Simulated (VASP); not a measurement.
# PbF2 (Fm-3m) in VASP: settings compared, part 2 of 3

VASP 6.6.1.

### 4 Relaxation of cell and atoms, PBEsol

This run uses another cell than the first one, of 17.35 Å³/atom.

INCAR reads:

```
PREC = Accurate
ENCUT = 600
EDIFF = 1E-6
ISMEAR = -1
SIGMA = 0.05
LREAL = False
LASPH = True
NELM = 80
ALGO = Normal
ISIF = 3
LWAVE = False
LCHARG = False
GGA = PS
IBRION = 2
NSW = 60
EDIFFG = -0.01
```

KPOINTS reads:

```
regular mesh
0
Gamma
  8 8 8
```

POSCAR reads:

```
PbF2
1.0
    0.0000000000      2.9636600000      2.9636600000
    2.9636600000      0.0000000000      2.9636600000
    2.9636600000      2.9636600000      0.0000000000
Pb F
1 2
Direct
    0.0000000000      0.0000000000      0.0000000000
    0.7500000000      0.7500000000      0.7500000000
    0.2500000000      0.2500000000      0.2500000000
```

Potentials or basis: VASP PAW PBE potentials, release 64 (Pb_d, F).

Launch:

```console
> cat potpaw_PBE.64/Pb_d/POTCAR potpaw_PBE.64/F/POTCAR > POTCAR
> mpirun -np 1 vasp_std > vasp.out
```

OUTCAR:

```text
PREC = Accurate
   ENCUT = 600
   EDIFF = 1E-6
   ISMEAR = -1
   LREAL = False
   LASPH = True
   NELM = 80
   ISIF = 3
   GGA = PS
   IBRION = 2
   NSW = 60
   EDIFFG = -0.01

 ion  position               nearest neighbor table
   1  0.000  0.000  0.000-   2 2.57   2 2.57   2 2.57   3 2.57   3 2.57   3 2.57   3 2.57   2 2.57

   2  0.750  0.750  0.750-   1 2.57   1 2.57   1 2.57   1 2.57
   3  0.250  0.250  0.250-   1 2.57   1 2.57   1 2.57   1 2.57

  LATTYP: Found a face centered cubic cell.
 ALAT       =     5.9273200000

  Lattice vectors:

 A1 = (   0.0000000000,   2.9636600000,   2.9636600000)
 A2 = (   2.9636600000,   0.0000000000,   2.9636600000)
 A3 = (   2.9636600000,   2.9636600000,   0.0000000000)

Analysis of symmetry for initial positions (statically):
=====================================================================
 Subroutine PRICEL returns:
 Original cell was already a primitive cell.

 Routine SETGRP: Setting up the symmetry group for a
 face centered cubic supercell.

 Subroutine GETGRP returns: Found 48 space group operations
 (whereof 48 operations were pure point group operations)
 out of a pool of 48 trial point group operations.

The static configuration has the point symmetry O_h .

Analysis of symmetry for dynamics (positions and initial velocities):
=====================================================================
 Subroutine PRICEL returns:
 Original cell was already a primitive cell.

 Routine SETGRP: Setting up the symmetry group for a
 face centered cubic supercell.

 Subroutine GETGRP returns: Found 48 space group operations
 (whereof 48 operations were pure point group operations)
 out of a pool of 48 trial point group operations.

The dynamic configuration has the point symmetry O_h .

 Subroutine INISYM returns: Found 48 space group operations
 (whereof 48 operations are pure point group operations),
 and found     1 'primitive' translations
[... 124 lines left out ...]
   AEXX    =    0.0000 exact exchange contribution
   IVDW    =     0    specifies the selected vdW correction
   LEPSILON=     F    determine dielectric tensor
   LRPA    =     F    only Hartree local field effects (RPA)
 conjugate gradient relaxation of ions
 non-spin polarized calculation
  energy-cutoff  :      600.00
  volume of cell :       52.06
 maximum number of plane-waves:      1807
 NGX is ok and might be reduce to    36
   NGX = 17   NGY = 17   NGZ = 17

--------------------------------------- Ionic step        1  -------------------------------------------

 number of electron      28.0000008 magnetization

 Free energy of the ion-electron system (eV)
  ---------------------------------------------------
  ext. energy  EPLUGINS =         0.00000000
  ---------------------------------------------------
  free energy    TOTEN  =       -14.93783413 eV

  energy without entropy =      -14.93783413  energy(sigma->0) =      -14.93783413

------------------------ aborting loop because EDIFF is reached ----------------------------------------

  FORCE on cell =-STRESS in cart. coord.  units (eV):
  Direction    XX          YY          ZZ          XY          YZ          ZX
  --------------------------------------------------------------------------------------
  -------------------------------------------------------------------------------------
  Total       -0.4207624     -0.4207624     -0.4207624      0.0000000      0.0000000      0.0000000
  in kB      -12.9488854    -12.9488854    -12.9488854      0.0000000      0.0000000      0.0000000
  external PRESSURE =     -12.9488854 kB  Pullay stress =       0.0000000 kB
[... 61 lines left out ...]
--------------------------------------- Ionic step        3  -------------------------------------------

 number of electron      28.0000010 magnetization

 Free energy of the ion-electron system (eV)
  ---------------------------------------------------
  ext. energy  EPLUGINS =         0.00000000
  ---------------------------------------------------
  free energy    TOTEN  =       -14.94160026 eV

  energy without entropy =      -14.94160026  energy(sigma->0) =      -14.94160026

 E-fermi :   3.1227     XC(G=0):  -9.7509

 val. band max:        1.9554115031   @ k =  -0.2500   0.5000   0.2500
 cond. band min:       6.2558168805   @ k =   0.5000   0.5000   0.0000
 fundamental gap:      4.3004053774
 Fermi energy:         3.1226735969

 k-point     1 :       0.0000    0.0000    0.0000
  band No.  band energies     occupation
      1     -19.1690      2.00000
      2     -18.4966      2.00000
      3     -12.4316      2.00000
      4     -12.4316      2.00000
      5     -12.4316      2.00000
      6     -12.3594      2.00000
[... 481 lines left out ...]
      5     -12.3370      2.00000
      6     -12.3064      2.00000
[... 10 lines left out ...]
     17       9.6636      0.00000
     18      12.7580      0.00000

 [... further k-points ...]

------------------------ aborting loop because EDIFF is reached ----------------------------------------

  FORCE on cell =-STRESS in cart. coord.  units (eV):
  Direction    XX          YY          ZZ          XY          YZ          ZX
  --------------------------------------------------------------------------------------
  -------------------------------------------------------------------------------------
  Total       -0.0005430     -0.0005430     -0.0005430     -0.0000000     -0.0000000     -0.0000000
  in kB       -0.0170099     -0.0170099     -0.0170099     -0.0000000     -0.0000000     -0.0000000
  external PRESSURE =      -0.0170099 kB  Pullay stress =       0.0000000 kB
[... 18 lines left out ...]
  FREE ENERGIE OF THE ION-ELECTRON SYSTEM (eV)
  ---------------------------------------------------
  free  energy   TOTEN  =       -14.9416002574 eV

  energy  without entropy=      -14.9416002573  energy(sigma->0) =      -14.94160026

 reached required accuracy - stopping structural energy minimisation
```

Wall time 35 s (1 thread of Intel Xeon 6975P-C (Granite Rapids), shared host); peak memory 0.21 GiB.

Results:

- Free energy: -14.9416 eV
- Relaxed volume: 17.05 Å³/atom
- Relaxed cell: a = 4.167 Å, b = 4.167 Å, c = 4.167 Å, α = 60.00°, β = 60.00°, γ = 60.00°
- Space group after relaxing (to 0.1 Å): Fm-3m (No. 225)
- Energy gained by relaxing: 1.3 meV/atom
- Ionic steps: 3
- Pressure after relaxing: 0.0 GPa
- Band gap on the k mesh: 4.30 eV (least direct gap 4.45 eV)

The path:
```csv
step,energy change (eV),largest force (eV/Å),pressure (GPa),volume (Å³)
1,0.0000,0.0000,-1.29,52.06
2,-0.0037,0.0000,0.21,51.01
3,-0.0038,0.0000,0.00,51.15
```

Final structure:
```
Pb F
1.0
     0.00000    2.94621    2.94621
     2.94621    0.00000    2.94621
     2.94621    2.94621    0.00000
Pb F
1 2
Direct
  0.00000 0.00000 0.00000
  0.75000 0.75000 0.75000
  0.25000 0.25000 0.25000
```

Caveat: the PAW data sets were made with another functional, which shifts forces and pressure a little; spin-orbit coupling is left out, which moves the levels of the heavy elements. A k mesh can miss the band edges.

### 5 Relaxation of cell and atoms, PBEsol+D3(BJ)

This run uses another cell than the first one, of 17.35 Å³/atom.

INCAR reads:

```
SYSTEM = PbF2
PREC = Accurate ; ENCUT = 600
EDIFF = 1E-6 ; ISMEAR = -1
SIGMA = 0.05 ; LREAL = .False.
LASPH = .True. ; NELM = 80
ALGO = Normal ; ISIF = 3
LWAVE = .False. ; LCHARG = .False.
GGA = PS ; IVDW = 12
IBRION = 2 ; NSW = 60
EDIFFG = -0.01
```

KPOINTS reads:

```
Automatic mesh
0
Gamma
  8 8 8
  0 0 0
```

POSCAR is that of step 4.

Potentials or basis: VASP PAW PBE potentials, release 64 (Pb_d, F).

Launch:

```console
> cat potpaw_PBE.64/Pb_d/POTCAR potpaw_PBE.64/F/POTCAR > POTCAR
> mpirun -np 1 vasp_std > vasp.out
```

OUTCAR:

```text
SYSTEM = PbF2
   PREC = Accurate
   ENCUT = 600
   EDIFF = 1E-6
   ISMEAR = -1
   LREAL = .False.
   LASPH = .True.
   NELM = 80
   ISIF = 3
   GGA = PS
   IVDW = 12
   IBRION = 2
   NSW = 60
   EDIFFG = -0.01
 IVDW          = 12

 ion  position               nearest neighbor table
   1  0.000  0.000  0.000-   2 2.57   2 2.57   2 2.57   3 2.57   3 2.57   3 2.57   3 2.57   2 2.57

   2  0.750  0.750  0.750-   1 2.57   1 2.57   1 2.57   1 2.57
   3  0.250  0.250  0.250-   1 2.57   1 2.57   1 2.57   1 2.57

  LATTYP: Found a face centered cubic cell.
 ALAT       =     5.9273200000

  Lattice vectors:

 A1 = (   0.0000000000,   2.9636600000,   2.9636600000)
 A2 = (   2.9636600000,   0.0000000000,   2.9636600000)
 A3 = (   2.9636600000,   2.9636600000,   0.0000000000)

Analysis of symmetry for initial positions (statically):
=====================================================================
 Subroutine PRICEL returns:
 Original cell was already a primitive cell.

 Routine SETGRP: Setting up the symmetry group for a
 face centered cubic supercell.

 Subroutine GETGRP returns: Found 48 space group operations
 (whereof 48 operations were pure point group operations)
 out of a pool of 48 trial point group operations.

The static configuration has the point symmetry O_h .

Analysis of symmetry for dynamics (positions and initial velocities):
=====================================================================
 Subroutine PRICEL returns:
 Original cell was already a primitive cell.

 Routine SETGRP: Setting up the symmetry group for a
 face centered cubic supercell.

 Subroutine GETGRP returns: Found 48 space group operations
 (whereof 48 operations were pure point group operations)
 out of a pool of 48 trial point group operations.

The dynamic configuration has the point symmetry O_h .

 Subroutine INISYM returns: Found 48 space group operations
 (whereof 48 operations are pure point group operations),
 and found     1 'primitive' translations

----------------------------------------------------------------------------------------

                                     Primitive cell

  volume of cell :      52.0613

  direct lattice vectors                    reciprocal lattice vectors
     0.000000000  2.963660000  2.963660000    -0.168710311  0.168710311  0.168710311
     2.963660000  0.000000000  2.963660000     0.168710311 -0.168710311  0.168710311
     2.963660000  2.963660000  0.000000000     0.168710311  0.168710311 -0.168710311

  length of vectors
     4.191248166  4.191248166  4.191248166     0.292214830  0.292214830  0.292214830

  position of ions in fractional coordinates (direct lattice)
     0.000000000  0.000000000  0.000000000
     0.750000000  0.750000000  0.750000000
     0.250000000  0.250000000  0.250000000

  ion indices of the primitive-cell ions
   primitive index   ion index
                 1           1
                 2           2
                 3           3

----------------------------------------------------------------------------------------

 KPOINTS: Automatic mesh

Automatic generation of k-mesh.
 Grid dimensions read from file:
 generate k-points for:    8    8    8

 Generating k-lattice:

  Cartesian coordinates                     Fractional coordinates (reciprocal lattice)
    -0.021088789  0.021088789  0.021088789     0.125000000  0.000000000  0.000000000
     0.021088789 -0.021088789  0.021088789     0.000000000  0.125000000  0.000000000
     0.021088789  0.021088789 -0.021088789     0.000000000  0.000000000  0.125000000

  Length of vectors
     0.036526854  0.036526854  0.036526854

  Shift w.r.t. Gamma in fractional coordinates (k-lattice)
     0.000000000  0.000000000  0.000000000

 Subroutine IBZKPT returns following result:
 ===========================================

 Found     29 irreducible k-points:

 Following reciprocal coordinates:
            Coordinates               Weight
  0.000000  0.000000  0.000000      1.000000
  0.125000  0.000000  0.000000      8.000000
  0.250000  0.000000  0.000000      8.000000
  0.375000  0.000000  0.000000      8.000000
  0.500000  0.000000  0.000000      4.000000
  0.125000  0.125000  0.000000      6.000000
[... 16 lines left out ...]
  0.500000  0.250000  0.125000     48.000000
 -0.375000  0.250000  0.125000     24.000000
 [... further k-points ...]
   k-points           NKPTS =     29   k-points in BZ     NKDIM =     29   number of bands    NBANDS=     18
   number of dos      NEDOS =    301   number of ions     NIONS =      3
   total plane-waves  NPLWV =  46656
   dimension x,y,z NGX =    36 NGY =   36 NGZ =   36
   dimension x,y,z NGXF=    72 NGYF=   72 NGZF=   72
   ions per type =               1   2
   NGX,Y,Z   is equivalent  to a cutoff of  14.28, 14.28, 14.28 a.u.
   NGXF,Y,Z  is equivalent  to a cutoff of  28.56, 28.56, 28.56 a.u.
 SYSTEM =  PbF2
   PREC   = accura    normal or accurate (medium, high low for compatibility)
   ISTART =      0    job   : 0-new  1-cont  2-samecut
   ICHARG =      2    charge: 1-file 2-atom 10-const
   ISPIN  =      1    spin polarized calculation?
   LNONCOLLINEAR =      F non collinear calculations
   LSORBIT =      F    spin-orbit coupling
   LASPH  =      T    aspherical Exc in radial PAW
   ENCUT  =  600.0 eV  44.10 Ry    6.64 a.u.   8.37  8.37  8.37*2*pi/ulx,y,z
   NELM   =     80;   NELMIN=  2; NELMDL= -5     # of ELM steps
   EDIFF  = 0.1E-05   stopping-criterion for ELM
   LREAL  =      F    real-space projection
   EDIFFG = -.1E-01   stopping-criterion for IOM
   NSW    =     60    number of steps for IOM
   IBRION =      2    ionic relax: 0-MD 1-quasi-New 2-CG
   NFREE  =      1    steps in history (QN), initial steepest desc. (CG)
   ISIF   =      3    stress and relaxation
   ISYM   =      2    0-nonsym 1-usesym 2-fastsym
   POTIM  = 0.5000    time-step for ionic-motion
   TEBEG  =    0.0;   TEEND  =   0.0 temperature during run
   PSTRESS=    0.0 pullay stress
   NELECT =      28.0000    total number of electrons
   NUPDOWN=      -1.0000    fix difference up-down
   EMIN   =  10.00;   EMAX   =-10.00  energy-range for DOS
   EFERMI =   0.00;   METHOD = LEGACY
   ISMEAR =    -1;   SIGMA  =   0.05  broadening in eV -4-tet -1-fermi 0-gaus
   EFERMI_NEDOS =   21; number of points for ismear=-14 and -15
   IALGO  =     38    algorithm
   IMIX   =      4    mixing-type and parameters
     AMIX     =   0.40;   BMIX     =  1.00
     AMIX_MAG =   1.60;   BMIX_MAG =  1.00
  volume/ion in A,a.u.               =      17.35       117.11
  Fermi-wavevector in a.u.,A,eV,Ry     =   1.331340  2.515869 24.115883  1.772467
  Thomas-Fermi vector in A             =   2.460359
   LORBIT       =      0    0 simple, 1 ext, 2 COOP (PROOUT), +10 PAW based schemes
   GGA     = PS    functional components
   LHFCALC =     F    Hartree Fock is set to
   AEXX    =    0.0000 exact exchange contribution
   IVDW    =    12    specifies the selected vdW correction
   LEPSILON=     F    determine dielectric tensor
   LRPA    =     F    only Hartree local field effects (RPA)
 conjugate gradient relaxation of ions
 non-spin polarized calculation
  energy-cutoff  :      600.00
  volume of cell :       52.06
 maximum number of plane-waves:      1807
 NGX is ok and might be reduce to    36
   NGX = 17   NGY = 17   NGZ = 17

--------------------------------------- Ionic step        1  -------------------------------------------

 number of electron      28.0000008 magnetization

 Free energy of the ion-electron system (eV)
  ---------------------------------------------------
  ext. energy  EPLUGINS =         0.00000000
  ---------------------------------------------------
  free energy    TOTEN  =       -14.93783413 eV

  energy without entropy =      -14.93783413  energy(sigma->0) =      -14.93783413

------------------------ aborting loop because EDIFF is reached ----------------------------------------

 Edisp (eV)   -0.42206

 E8    (eV) :    -0.2786
[... 32 lines left out ...]
--------------------------------------- Ionic step        2  -------------------------------------------

 number of electron      28.0000007 magnetization

 E-fermi :   3.3943     XC(G=0):  -9.8761

 val. band max:        2.2637527102   @ k =  -0.2500   0.5000   0.2500
 cond. band min:       6.5547866061   @ k =   0.5000   0.5000   0.0000
 fundamental gap:      4.2910338959
 Fermi energy:         3.3943317017

 k-point     1 :       0.0000    0.0000    0.0000
  band No.  band energies     occupation
      1     -19.0700      2.00000
      2     -18.3505      2.00000
      3     -12.1629      2.00000
      4     -12.1629      2.00000
      5     -12.1629      2.00000
      6     -12.0781      2.00000
[... 535 lines left out ...]
--------------------------------------- Ionic step        3  -------------------------------------------

 number of electron      28.0000008 magnetization

 Free energy of the ion-electron system (eV)
  ---------------------------------------------------
  ext. energy  EPLUGINS =         0.00000000
  ---------------------------------------------------
  free energy    TOTEN  =       -14.93749000 eV

  energy without entropy =      -14.93749000  energy(sigma->0) =      -14.93749000

 E-fermi :   3.3269     XC(G=0):  -9.8456

 val. band max:        2.1873347900   @ k =  -0.2500   0.5000   0.2500
 cond. band min:       6.4808937805   @ k =   0.5000   0.5000   0.0000
 fundamental gap:      4.2935589905
 Fermi energy:         3.3269216280

 k-point     1 :       0.0000    0.0000    0.0000
  band No.  band energies     occupation
      1     -19.0943      2.00000
      2     -18.3866      2.00000
      3     -12.2291      2.00000
      4     -12.2291      2.00000
      5     -12.2291      2.00000
      6     -12.1475      2.00000
[... 529 lines left out ...]
  FREE ENERGIE OF THE ION-ELECTRON SYSTEM (eV)
  ---------------------------------------------------
  free  energy   TOTEN  =       -15.3755307474 eV

  energy  without entropy=      -15.3755307473  energy(sigma->0) =      -15.37553075

 reached required accuracy - stopping structural energy minimisation
```

OSZICAR:

```text
N       E                     dE             d eps       ncg     rms          rms(c)
DAV:   1     0.319125999164E+03    0.31913E+03   -0.16325E+04  1044   0.196E+03
DAV:   2     0.120212746520E+02   -0.30710E+03   -0.29712E+03  1196   0.482E+02
[... 25 lines left out ...]
DAV:   1    -0.149487833869E+02   -0.14412E-01   -0.29770E-01  1316   0.818E+00    0.763E-01
DAV:   2    -0.149385064549E+02    0.10277E-01   -0.46918E-02  1102   0.229E+00    0.160E-01
DAV:   3    -0.149376235946E+02    0.88286E-03   -0.25322E-03  1326   0.874E-01    0.682E-02
DAV:   4    -0.149374941144E+02    0.12948E-03   -0.75963E-04  1198   0.433E-01    0.233E-02
DAV:   5    -0.149374967075E+02   -0.25932E-05   -0.10717E-04  1114   0.139E-01    0.144E-02
DAV:   6    -0.149374900025E+02    0.67050E-05   -0.26405E-05  1326   0.743E-02    0.329E-03
DAV:   7    -0.149374900039E+02   -0.13970E-08   -0.20906E-06   996   0.148E-02
   3 F= -.15375531E+02 E0= -.15375531E+02  d E =-.156375E-01
```

It took 37 s on 1 thread of Intel Xeon 6975P-C (Granite Rapids), shared host; peak memory 0.21 GiB.

Results:

| Quantity | Value |
| --- | --- |
| Free energy | -15.3755 eV |
| Relaxed volume | 16.74 Å³/atom |
| Relaxed cell | a = 4.141 Å, b = 4.141 Å, c = 4.141 Å, α = 60.00°, β = 60.00°, γ = 60.00° |
| Space group after relaxing (to 0.1 Å) | Fm-3m (No. 225) |
| Energy gained by relaxing | 5.2 meV/atom |
| Ionic steps | 3 |
| Pressure after relaxing | 0.0 GPa |
| Band gap on the k mesh | 4.29 eV (least direct gap 4.45 eV) |
| Dispersion energy per atom | -0.146 eV |

The path:
```
step  energy change (eV)  largest force (eV/Å)  pressure (GPa)  volume (Å³)
   1              0.0000                0.0000           -2.64        52.06
   2             -0.0152                0.0000            0.48        49.94
   3             -0.0156                0.0000            0.00        50.23
```

Final structure:
```
Pb F
1.0
     0.00000    2.92847    2.92847
     2.92847    0.00000    2.92847
     2.92847    2.92847    0.00000
Pb F
1 2
Direct
  0.00000 0.00000 0.00000
  0.75000 0.75000 0.75000
  0.25000 0.25000 0.25000
```

Caveat: the PAW data sets were made with another functional, which shifts forces and pressure a little; spin-orbit coupling is left out, which moves the levels of the heavy elements.

[end of part 2 of 3]
